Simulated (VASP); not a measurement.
A run of VASP 6.6.1 is set up as follows.

INCAR

```
ALGO = Normal
EDIFF = 1E-6
ENCUT = 500
GGA = PE
GGA_COMPAT = F
ISIF = 2
ISMEAR = -1
LASPH = T
LCHARG = T
LELF = T
LREAL = F
LVHAR = T
LWAVE = F
NBANDS = 17
NELM = 120
PREC = Accurate
SIGMA = 0.1
```

Contents of KPOINTS:

```
k-points
0
Gamma
  7 7 7
```

File POSCAR:

```
TlBr
1.0
    3.9783610700      0.0000000000      0.0000000000
    0.0000000000      3.9783610700      0.0000000000
    0.0000000000      0.0000000000      3.9783610700
Tl Br
1 1
Direct
    0.0000000000      0.0000000000      0.0000000000
    0.5000000000      0.5000000000      0.5000000000
```

Potentials or basis: VASP PAW PBE potentials, release 64 (Tl_d, Br).

Command:

```bash
$ cat potpaw_PBE.64/Tl_d/POTCAR potpaw_PBE.64/Br/POTCAR > POTCAR
$ mpirun -np 1 vasp_std > vasp.out
```

Problem. Predict the band gap on the k mesh.

Solution. 2.30 eV, direct.

Problem. What does it give for the pressure?

Solution. 1.2 GPa.

Caveat: spin-orbit coupling is left out, which moves the levels of the heavy elements. As with any semilocal functional, this PBE gap is likely too small.
